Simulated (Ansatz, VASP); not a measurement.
## Two plane-wave programs on C

The input INCAR:

```
SYSTEM = C
ALGO = Normal ; EDIFF = 1E-7
ENCUT = 520 ; GGA = PE
ISIF = 2 ; ISMEAR = 0
LASPH = .True. ; LCHARG = .False.
LREAL = .False. ; LWAVE = .False.
NBANDS = 16 ; NELM = 60
PREC = Accurate ; SIGMA = 0.15
```

KPOINTS

```
k-points
0
Gamma
  18 18 6
  0 0 0
```

POSCAR

```
C
1.0
    2.5239931184      0.0000000000      0.0000000000
   -1.2619965592      2.1360716891      0.0000000000
    0.0000000000      0.0000000000      8.5653080463
C
4
Direct
   -0.1731148902      0.0000000000      0.0025000000
    0.1731148902      0.0000000000      0.5025000000
    0.1602151513      0.6666666667      0.0025000000
    0.8397848487      0.3333333333      0.5025000000
```

Input for Ansatz:

```yaml
crystal:
  lattice:
    - [2.5239931184, 0.0, 0.0]
    - [-1.2619965592, 2.1360716891, 0.0]
    - [0.0, 0.0, 8.5653080463]
  atoms:
    - { symbol: C, position: [-0.1731148902, 0.0, 0.0025] }
    - { symbol: C, position: [0.1731148902, 0.0, 0.5025] }
    - { symbol: C, position: [0.1602151513, 0.6666666667, 0.0025] }
    - { symbol: C, position: [0.8397848487, 0.3333333333, 0.5025] }
basis:
  ecutwfc: 520.0
kpoints:
  mp_grid: { grid: [18, 18, 6] }
hamiltonian:
  xc: pbe
  pseudopotentials: { kind: paw, azcp: { folder: soft_1 } }
scf:
  occupations: { method: gaussian, width: 0.15 }
output:
  forces: true
  stress: true
  eigenvalues: true
```

Change from the starting cell: mode 4 frozen in at -0.427 Å, normal strain along x +0.0233.

Alike in both runs: task single point; functional PBE; k mesh 18 × 18 × 6; occupations gaussian, width 0.15 eV; no spin polarisation.

```csv
,VASP,Ansatz
version,VASP 6.6.1,Ansatz 0.2.0
potentials or method,"VASP PAW PBE potentials, release 64 (C), cutoff 520 eV","scalar-relativistic, plane waves, PAW"
valence electrons in the cell,16,16
```

|  | VASP | Ansatz | Ansatz less VASP |
| --- | --- | --- | --- |
| gap on the k mesh at the Fermi level (eV) | 0.17 | 0.17 | 0.000 |
| least direct gap on the mesh (eV) | 0.17 | 0.17 | 0.000 |
| pressure (GPa) | -6.6 | -7.0 | -0.33 |
| traceless stress, the component that is largest in VASP (GPa) | -10.80 | -10.97 | -0.176 |
| rms of the force components (eV/Å) | 0.103 | 0.101 | -0.0028 |

Atom by atom the forces differ by 0.003 eV/Å (rms over components). The functional is the same, so the differences come from potentials, cutoffs and numerics.
